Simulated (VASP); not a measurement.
# N: single point with LDA

Crystal: N.

```
N
1.0
     3.77416    0.00000    0.00000
    -1.88708    3.26852    0.00000
     0.00000    0.00000    5.89000
N
2
Direct
  0.33333 0.66667 0.25000
  0.66667 0.33333 0.75000
```

This cell differs from its parent crystal: strain +0.040 along x and y, +0.000 along z.

* Program: VASP 6.6.1
* Task: single point
* Functional: LDA
* Potentials or basis: VASP PAW LDA potentials, release 64 (N)
* Cutoff: 520 eV
* k mesh: 15 × 15 × 8
* Occupations: gaussian, width 0.15 eV
* Spin: no spin polarisation
* Dipole correction: no
* Further INCAR settings: ALGO = Normal; EDIFF = 1e-07; NBANDS = 12

```json
{
  "Pressure": "-7.0 GPa",
  "Band gap on the k mesh": "zero (bands 5 and 6 overlap by 0.59 eV)"
}
```

Stress tensor (GPa, compression positive):
```
-6.66  0.00  0.00
 0.00 -6.66  0.00
 0.00  0.00 -7.73
```

Levels at points of the mesh, in eV from the Fermi level:
| k point | band 2 | band 3 | band 4 | band 5 | band 6 | band 7 | band 8 | band 9 |
| --- | --- | --- | --- | --- | --- | --- | --- | --- |
| (0.00, 0.00, 0.00) | -11.23 | -0.83 | 0.23 | 0.23 | 0.38 | 0.38 | 0.44 | 6.61 |
| (0.00, 0.00, 0.50) | -11.39 | -0.25 | -0.25 | 0.31 | 0.31 | 0.31 | 0.31 | 7.95 |

It took 93 s on 1 thread of AMD EPYC 7R13 (shared host), peak memory 0.18 GiB.

Caveat: the cell differs from its parent crystal (strain +0.040 along x and y, +0.000 along z); the cell stands under tension.
